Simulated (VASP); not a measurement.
# MgO (Fm-3m) in VASP: further runs

The runs below take MgO through single point, with r2SCAN.

All numbers are computed with VASP 6.6.1; they aren't measurements. Logs are shortened: lines on timing, memory, paths and dates and some standing lists are left out, and cuts for length are marked.

### 1 The cell of the first run

Symmetry: Fm-3m, No. 225, cubic system. Conventional cell: a = 4.381 Å, b = 4.381 Å, c = 4.381 Å, α = 90.00°, β = 90.00°, γ = 90.00°. Mg (site symmetry m-3m) has 6 O at 2.19 Å within 2.9 Å. O (site symmetry m-3m) has 6 Mg at 2.19 Å within 2.9 Å.

### 2 Single point, r2SCAN

File POSCAR:

```
MgO
1.0
    0.0000000000      2.1905000000      2.1905000000
    2.1905000000      0.0000000000      2.1905000000
    2.1905000000      2.1905000000      0.0000000000
Mg O
1 1
Direct
    0.0000000000      0.0000000000      0.0000000000
    0.5000000000      0.5000000000      0.5000000000
```

File INCAR.step1:

```
SYSTEM = MgO
ALGO = Normal ; EDIFF = 1E-4
ENCUT = 520 ; GGA = PE
ISMEAR = -1 ; LASPH = .TRUE.
LCHARG = .FALSE. ; LREAL = .FALSE.
LWAVE = .TRUE. ; NBANDS = 11
NELM = 60 ; PREC = Accurate
SIGMA = 0.02
```

File INCAR.step2:

```
SYSTEM = MgO
ALGO = Normal ; EDIFF = 1E-7
ENCUT = 520 ; ISIF = 2
ISMEAR = -1 ; ISTART = 1
LASPH = .TRUE. ; LCHARG = .FALSE.
LMIXTAU = .TRUE. ; LREAL = .FALSE.
LWAVE = .FALSE. ; METAGGA = R2SCAN
NBANDS = 11 ; NELM = 60
PREC = Accurate ; SIGMA = 0.02
```

File KPOINTS:

```
k-points
0
G
  8 8 8
  0 0 0
```

Potentials or basis: VASP PAW PBE potentials, release 64 (Mg, O).

Launch:

```
$ cat potpaw_PBE.64/Mg/POTCAR potpaw_PBE.64/O/POTCAR > POTCAR
$ cp INCAR.step1 INCAR
$ mpirun -np 1 vasp_std > vasp.out
$ cp INCAR.step2 INCAR
$ mpirun -np 1 vasp_std > vasp.out
```

OUTCAR:

```text
SYSTEM = MgO
   EDIFF = 1E-7
   ENCUT = 520
   ISIF = 2
   ISMEAR = -1
   ISTART = 1
   LASPH = .TRUE.
   LREAL = .FALSE.
   METAGGA = R2SCAN
   NELM = 60
   PREC = Accurate

 ion  position               nearest neighbor table
   1  0.000  0.000  0.000-   2 2.19   2 2.19   2 2.19   2 2.19   2 2.19   2 2.19
   2  0.500  0.500  0.500-   1 2.19   1 2.19   1 2.19   1 2.19   1 2.19   1 2.19

  LATTYP: Found a face centered cubic cell.
 ALAT       =     4.3810000000

  Lattice vectors:

 A1 = (   0.0000000000,   2.1905000000,   2.1905000000)
 A2 = (   2.1905000000,   0.0000000000,   2.1905000000)
 A3 = (   2.1905000000,   2.1905000000,   0.0000000000)

Analysis of symmetry for initial positions (statically):
=====================================================================
 Subroutine PRICEL returns:
 Original cell was already a primitive cell.

 Routine SETGRP: Setting up the symmetry group for a
 face centered cubic supercell.

 Subroutine GETGRP returns: Found 48 space group operations
 (whereof 48 operations were pure point group operations)
 out of a pool of 48 trial point group operations.

The static configuration has the point symmetry O_h .

Analysis of symmetry for dynamics (positions and initial velocities):
=====================================================================
 Subroutine PRICEL returns:
 Original cell was already a primitive cell.

 Routine SETGRP: Setting up the symmetry group for a
 face centered cubic supercell.

 Subroutine GETGRP returns: Found 48 space group operations
 (whereof 48 operations were pure point group operations)
 out of a pool of 48 trial point group operations.

The dynamic configuration has the point symmetry O_h .

 Subroutine INISYM returns: Found 48 space group operations
 (whereof 48 operations are pure point group operations),
 and found     1 'primitive' translations

----------------------------------------------------------------------------------------

                                     Primitive cell

  volume of cell :      21.0213

  direct lattice vectors                    reciprocal lattice vectors
     0.000000000  2.190500000  2.190500000    -0.228258388  0.228258388  0.228258388
     2.190500000  0.000000000  2.190500000     0.228258388 -0.228258388  0.228258388
     2.190500000  2.190500000  0.000000000     0.228258388  0.228258388 -0.228258388

  length of vectors
     3.097834808  3.097834808  3.097834808     0.395355126  0.395355126  0.395355126

  position of ions in fractional coordinates (direct lattice)
     0.000000000  0.000000000  0.000000000
     0.500000000  0.500000000  0.500000000

  ion indices of the primitive-cell ions
   primitive index   ion index
                 1           1
                 2           2

----------------------------------------------------------------------------------------

 KPOINTS: k-points

Automatic generation of k-mesh.
 Grid dimensions read from file:
 generate k-points for:    8    8    8

 Generating k-lattice:

  Cartesian coordinates                     Fractional coordinates (reciprocal lattice)
    -0.028532299  0.028532299  0.028532299     0.125000000  0.000000000  0.000000000
     0.028532299 -0.028532299  0.028532299     0.000000000  0.125000000  0.000000000
     0.028532299  0.028532299 -0.028532299     0.000000000  0.000000000  0.125000000

  Length of vectors
     0.049419391  0.049419391  0.049419391

  Shift w.r.t. Gamma in fractional coordinates (k-lattice)
     0.000000000  0.000000000  0.000000000

 Subroutine IBZKPT returns following result:
 ===========================================

 Found     29 irreducible k-points:

 Following reciprocal coordinates:
            Coordinates               Weight
  0.000000  0.000000  0.000000      1.000000
  0.125000  0.000000  0.000000      8.000000
  0.250000  0.000000  0.000000      8.000000
  0.375000  0.000000  0.000000      8.000000
  0.500000  0.000000  0.000000      4.000000
  0.125000  0.125000  0.000000      6.000000
[... 16 lines left out ...]
  0.500000  0.250000  0.125000     48.000000
 -0.375000  0.250000  0.125000     24.000000
 [... further k-points ...]
   k-points           NKPTS =     29   k-points in BZ     NKDIM =     29   number of bands    NBANDS=     11
   number of dos      NEDOS =    301   number of ions     NIONS =      2
   total plane-waves  NPLWV =  13824
   dimension x,y,z NGX =    24 NGY =   24 NGZ =   24
   dimension x,y,z NGXF=    48 NGYF=   48 NGZF=   48
   ions per type =               1   1
   NGX,Y,Z   is equivalent  to a cutoff of  12.88, 12.88, 12.88 a.u.
   NGXF,Y,Z  is equivalent  to a cutoff of  25.76, 25.76, 25.76 a.u.
 SYSTEM =  MgO
   PREC   = accura    normal or accurate (medium, high low for compatibility)
   ISTART =      1    job   : 0-new  1-cont  2-samecut
   ICHARG =      0    charge: 1-file 2-atom 10-const
   ISPIN  =      1    spin polarized calculation?
   LNONCOLLINEAR =      F non collinear calculations
   LSORBIT =      F    spin-orbit coupling
   LASPH  =      T    aspherical Exc in radial PAW
   ENCUT  =  520.0 eV  38.22 Ry    6.18 a.u.   5.76  5.76  5.76*2*pi/ulx,y,z
   NELM   =     60;   NELMIN=  2; NELMDL=  0     # of ELM steps
   EDIFF  = 0.1E-06   stopping-criterion for ELM
   LREAL  =      F    real-space projection
   EDIFFG = 0.1E-05   stopping-criterion for IOM
   NSW    =      0    number of steps for IOM
   IBRION =     -1    ionic relax: 0-MD 1-quasi-New 2-CG
   NFREE  =      0    steps in history (QN), initial steepest desc. (CG)
   ISIF   =      2    stress and relaxation
   ISYM   =      2    0-nonsym 1-usesym 2-fastsym
   POTIM  = 0.5000    time-step for ionic-motion
   TEBEG  =    0.0;   TEEND  =   0.0 temperature during run
   PSTRESS=    0.0 pullay stress
   NELECT =       8.0000    total number of electrons
   NUPDOWN=      -1.0000    fix difference up-down
   EMIN   =  10.00;   EMAX   =-10.00  energy-range for DOS
   EFERMI =   0.00;   METHOD = LEGACY
   ISMEAR =    -1;   SIGMA  =   0.02  broadening in eV -4-tet -1-fermi 0-gaus
   EFERMI_NEDOS =   21; number of points for ismear=-14 and -15
   IALGO  =     38    algorithm
   IMIX   =      4    mixing-type and parameters
     AMIX     =   0.40;   BMIX     =  1.00
     AMIX_MAG =   1.60;   BMIX_MAG =  1.00
  volume/ion in A,a.u.               =      10.51        70.93
  Fermi-wavevector in a.u.,A,eV,Ry     =   1.186365  2.241904 19.149674  1.407461
  Thomas-Fermi vector in A             =   2.322539
   LORBIT       =      0    0 simple, 1 ext, 2 COOP (PROOUT), +10 PAW based schemes
   METAGGA = R2SCAN    functional components
   LHFCALC =     F    Hartree Fock is set to
   AEXX    =    0.0000 exact exchange contribution
   IVDW    =     0    specifies the selected vdW correction
   LEPSILON=     F    determine dielectric tensor
   LRPA    =     F    only Hartree local field effects (RPA)
 non-spin polarized calculation
  energy-cutoff  :      520.00
  volume of cell :       21.02
 maximum number of plane-waves:       588
   NGX = 11   NGY = 11   NGZ = 11

 number of electron       7.9999996 magnetization

 Free energy of the ion-electron system (eV)
  ---------------------------------------------------
  ext. energy  EPLUGINS =         0.00000000
  ---------------------------------------------------
  free energy    TOTEN  =       -16.01233453 eV

  energy without entropy =      -16.01233453  energy(sigma->0) =      -16.01233453

 E-fermi :   2.3508     XC(G=0): -11.0019

 val. band max:        1.9669313237   @ k =   0.0000   0.0000   0.0000
 cond. band min:       6.4611006011   @ k =   0.0000   0.0000   0.0000
 fundamental gap:      4.4941692774
 Fermi energy:         2.3508326003

 k-point     1 :       0.0000    0.0000    0.0000
  band No.  band energies     occupation
      1     -15.6755      2.00000
      2       1.9669      2.00000
      3       1.9669      2.00000
      4       1.9669      2.00000
      5       6.4611      0.00000
      6      18.0974      0.00000
      7      18.0974      0.00000
      8      18.0974      0.00000
      9      21.9173      0.00000
     10      23.5631      0.00000
     11      23.5631      0.00000

 k-point     2 :       0.1250    0.0000    0.0000
  band No.  band energies     occupation
      1     -15.5471      2.00000
      2       1.0909      2.00000
      3       1.8807      2.00000
      4       1.8807      2.00000
      5       7.3630      0.00000
      6      16.4569      0.00000
      7      18.4040      0.00000
      8      18.4040      0.00000
      9      22.4037      0.00000
     10      22.4037      0.00000
     11      23.7300      0.00000

 k-point     3 :       0.2500    0.0000    0.0000
  band No.  band energies     occupation
      1     -15.2179      2.00000
      2      -0.4439      2.00000
      3       1.6808      2.00000
      4       1.6808      2.00000
      5       8.8722      0.00000
      6      14.8113      0.00000
      7      18.7039      0.00000
      8      18.7039      0.00000
      9      22.0494      0.00000
     10      22.0494      0.00000
     11      23.4887      0.00000

 k-point     4 :       0.3750    0.0000    0.0000
  band No.  band energies     occupation
      1     -14.8569      2.00000
      2      -1.6760      2.00000
      3       1.4914      2.00000
      4       1.4914      2.00000
      5       9.7985      0.00000
      6      14.3254      0.00000
      7      18.3711      0.00000
      8      18.3711      0.00000
      9      22.8020      0.00000
     10      23.3837      0.00000
     11      23.3837      0.00000

 k-point     5 :       0.5000    0.0000    0.0000
  band No.  band energies     occupation
      1     -14.6961      2.00000
      2      -2.1460      2.00000
      3       1.4158      2.00000
      4       1.4158      2.00000
      5      10.0045      0.00000
      6      14.4008      0.00000
      7      18.1657      0.00000
      8      18.1657      0.00000
      9      22.5611      0.00000
     10      24.4014      0.00000
     11      24.4014      0.00000
[... 211 lines left out ...]
 k-point    21 :       0.5000    0.5000    0.0000
  band No.  band energies     occupation
      1     -14.4864      2.00000
      2      -1.6674      2.00000
      3       0.7524      2.00000
      4       0.7524      2.00000
      5      11.7563      0.00000
      6      11.8069      0.00000
      7      14.9843      0.00000
      8      20.5317      0.00000
      9      20.5317      0.00000
     10      26.3320      0.00000
     11      28.6665      0.00000

 k-point    22 :       0.3750    0.2500    0.1250
  band No.  band energies     occupation
      1     -14.9831      2.00000
      2      -0.7564      2.00000
      3       0.9582      2.00000
      4       1.4380      2.00000
      5      10.2251      0.00000
      6      13.9109      0.00000
      7      16.8854      0.00000
      8      19.3382      0.00000
      9      20.1192      0.00000
     10      24.3398      0.00000
     11      27.2999      0.00000

 k-point    23 :       0.5000    0.2500    0.1250
  band No.  band energies     occupation
      1     -14.6998      2.00000
      2      -1.3459      2.00000
      3       0.4562      2.00000
      4       1.2164      2.00000
      5      11.3965      0.00000
      6      13.8192      0.00000
      7      15.7483      0.00000
      8      18.8786      0.00000
      9      21.5775      0.00000
     10      24.1932      0.00000
     11      27.5687      0.00000

 k-point    24 :      -0.3750    0.2500    0.1250
  band No.  band energies     occupation
      1     -14.5763      2.00000
      2      -1.5883      2.00000
      3       0.2741      2.00000
      4       1.1091      2.00000
      5      11.7330      0.00000
      6      14.1007      0.00000
      7      15.3856      0.00000
      8      18.6186      0.00000
      9      22.3190      0.00000
     10      23.8477      0.00000
     11      27.7646      0.00000

 [... further k-points ...]
[... 5 lines left out ...]
  --------------------------------------------------------------------------------------
  -------------------------------------------------------------------------------------
  Total       -2.2335079     -2.2335079     -2.2335079      0.0000000      0.0000000     -0.0000000
  in kB     -170.2308636   -170.2308636   -170.2308636      0.0000000      0.0000000     -0.0000000
  external PRESSURE =    -170.2308636 kB  Pullay stress =       0.0000000 kB

 VOLUME and BASIS-vectors are now :
 -----------------------------------------------------------------------------
  energy-cutoff  :      520.00
  volume of cell :       21.02
      direct lattice vectors                 reciprocal lattice vectors
     0.000000000  2.190500000  2.190500000    -0.228258388  0.228258388  0.228258388
     2.190500000  0.000000000  2.190500000     0.228258388 -0.228258388  0.228258388
     2.190500000  2.190500000  0.000000000     0.228258388  0.228258388 -0.228258388

 POSITION                                       TOTAL-FORCE (eV/Angst)
 -----------------------------------------------------------------------------------
      0.00000      0.00000      0.00000        -0.000000     -0.000000      0.000000
      2.19050      2.19050      2.19050         0.000000      0.000000      0.000000
 -----------------------------------------------------------------------------------
    total drift:                               -0.000000     -0.000000      0.000000

  FREE ENERGIE OF THE ION-ELECTRON SYSTEM (eV)
  ---------------------------------------------------
  free  energy   TOTEN  =       -16.0123345334 eV

  energy  without entropy=      -16.0123345333  energy(sigma->0) =      -16.01233453
```

Wall time 30 s (1 thread of Intel Xeon 6975P-C, shared host); peak memory 0.14 GiB.

What came out:

```yaml
Free_energy: -16.0123 eV
Pressure: -17.0 GPa
Band_gap_on_the_k_mesh: 4.49 eV, direct
```

Caveat: the PAW data sets were made with another functional, which shifts forces and pressure a little.

### 3 Single point, r2SCAN

POSCAR is that of step 2.

File INCAR.step1:

```
PREC = Accurate
ENCUT = 520
ISMEAR = -1
SIGMA = 0.02
LREAL = F
LASPH = T
NELM = 100
NBANDS = 11
GGA = PE
ALGO = Normal
EDIFF = 1E-4
LWAVE = T
LCHARG = F
```

File INCAR.step2:

```
PREC = Accurate
ENCUT = 520
EDIFF = 1E-6
ISMEAR = -1
SIGMA = 0.02
LREAL = F
LASPH = T
NELM = 100
ALGO = Normal
ISIF = 2
LWAVE = F
LCHARG = F
METAGGA = R2SCAN
LMIXTAU = T
NBANDS = 11
ISTART = 1
```

File KPOINTS:

```
regular mesh
0
Gamma
  8 8 8
```

Potentials or basis: VASP PAW PBE potentials, release 64 (Mg, O).

Launch:

```
$ cat potpaw_PBE.64/Mg/POTCAR potpaw_PBE.64/O/POTCAR > POTCAR
$ cp INCAR.step1 INCAR
$ mpirun -np 1 vasp_std > vasp.out
$ cp INCAR.step2 INCAR
$ mpirun -np 1 vasp_std > vasp.out
```

Wall time 25 s (1 thread of Intel Xeon 6975P-C, shared host); peak memory 0.14 GiB.

Results (log left out):

```yaml
Free_energy: -16.0123 eV
Pressure: -17.0 GPa
Band_gap_on_the_k_mesh: 4.49 eV, direct
```

Levels at points of the mesh, in eV from the valence-band top:
| k point | band 1 | band 2 | band 3 | band 4 | band 5 | band 6 | band 7 | band 8 | band 9 |
| --- | --- | --- | --- | --- | --- | --- | --- | --- | --- |
| (0.00, 0.00, 0.00) | -17.64 | 0.00 | 0.00 | 0.00 | 4.49 | 16.13 | 16.13 | 16.13 | 19.95 |
| (0.50, 0.00, 0.00) | -16.66 | -4.11 | -0.55 | -0.55 | 8.04 | 12.43 | 16.20 | 16.20 | 20.59 |
| (0.50, 0.50, 0.00) | -16.45 | -3.63 | -1.21 | -1.21 | 9.79 | 9.84 | 13.02 | 18.56 | 18.56 |

Caveat: the PAW data sets were made with another functional, which shifts forces and pressure a little. r2SCAN opens gaps a little over a GGA but as a rule still falls short of measured ones.

[end of part 1 of 2]
